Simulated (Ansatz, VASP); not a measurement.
**One calculation of Ta4C3, two programs**

File INCAR:

```
ALGO = Normal ; EDIFF = 1E-7
ENCUT = 520 ; GGA = PS
ISIF = 2 ; ISMEAR = 0
LASPH = True ; LCHARG = False
LREAL = False ; LWAVE = False
NBANDS = 69 ; NELM = 60
PREC = Accurate ; SIGMA = 0.15
```

Contents of KPOINTS:

```
k-points
0
Gamma
  9 9 5
```

Contents of POSCAR:

```
Ta4C3
1.0
    0.0000000000     -4.4026022057      0.0000000000
    0.0000000000      0.0000000000     -4.4026022057
    9.8052044115      0.0000000000      0.0000000000
Ta C
8 6
Direct
    0.5000000000      0.5000000000      0.7857616768
    0.5000000000      0.5000000000      0.3367550044
    1.0000000000      0.5000000000      0.1122516681
    1.0000000000      0.5000000000      0.5612583406
    0.5000000000      1.0000000000      0.1122516681
    0.5000000000      1.0000000000      0.5612583406
    0.0000000000      0.0000000000      0.3367550044
    0.0000000000      0.0000000000      0.7857616768
    0.0000000000      1.0000000000      0.1122516681
    0.0000000000      1.0000000000      0.5612583406
    0.5000000000      1.0000000000      0.7857616768
    0.5000000000      1.0000000000      0.3367550044
    0.0000000000      0.5000000000      0.7857616768
    0.0000000000      0.5000000000      0.3367550044
```

Input for Ansatz:

```yaml
crystal:
  lattice:
    - [0.0, -4.4026022057, 0.0]
    - [0.0, 0.0, -4.4026022057]
    - [9.8052044115, 0.0, 0.0]
  atoms:
    - { symbol: Ta, position: [0.5, 0.5, 0.7857616768] }
    - { symbol: Ta, position: [0.5, 0.5, 0.3367550044] }
    - { symbol: Ta, position: [1.0, 0.5, 0.1122516681] }
    - { symbol: Ta, position: [1.0, 0.5, 0.5612583406] }
    - { symbol: Ta, position: [0.5, 1.0, 0.1122516681] }
    - { symbol: Ta, position: [0.5, 1.0, 0.5612583406] }
    - { symbol: Ta, position: [0.0, 0.0, 0.3367550044] }
    - { symbol: Ta, position: [0.0, 0.0, 0.7857616768] }
    - { symbol: C, position: [0.0, 1.0, 0.1122516681] }
    - { symbol: C, position: [0.0, 1.0, 0.5612583406] }
    - { symbol: C, position: [0.5, 1.0, 0.7857616768] }
    - { symbol: C, position: [0.5, 1.0, 0.3367550044] }
    - { symbol: C, position: [0.0, 0.5, 0.7857616768] }
    - { symbol: C, position: [0.0, 0.5, 0.3367550044] }
basis:
  ecutwfc: 420
kpoints:
  mp_grid: { grid: [9, 9, 5] }
hamiltonian:
  xc: pbesol
scf:
  occupations: { method: gaussian, width: 0.15 }
output:
  forces: true
  stress: true
  eigenvalues: true
```

Alike in both runs: task single point; functional PBEsol; k mesh 9 × 9 × 5; occupations gaussian, width 0.15 eV; no spin polarisation.

```csv
,VASP,Ansatz
version,VASP 6.6.1,Ansatz 0.2.0
potentials or method,"VASP PAW PBE potentials, release 64 (Ta_pv, C), cutoff 520 eV","scalar-relativistic, plane waves, PAW"
valence electrons in the cell,112,128
```

VASP gave:

```
gap on the k mesh at the Fermi level (eV)                     : none
pressure (GPa)                                                : -9.3
traceless stress, the component that is largest in VASP (GPa) : -5.39
rms of the force components (eV/Å)                            : 0.554
```

What did Ansatz give for the same quantities?

gap on the k mesh at the Fermi level (eV): none; pressure (GPa): -9.8; traceless stress, the component that is largest in VASP (GPa): -5.27; rms of the force components (eV/Å): 0.550.

VASP's potentials were made for PBE, not for PBEsol. Atom by atom the forces differ by 0.007 eV/Å (rms over components). A gap of «none» marks a metal or a gap that the smearing closes. VASP's potentials hold 112 valence electrons a cell and Ansatz's 128, so a difference there can come from the potentials and not from the codes.

Spin-orbit coupling is off throughout.
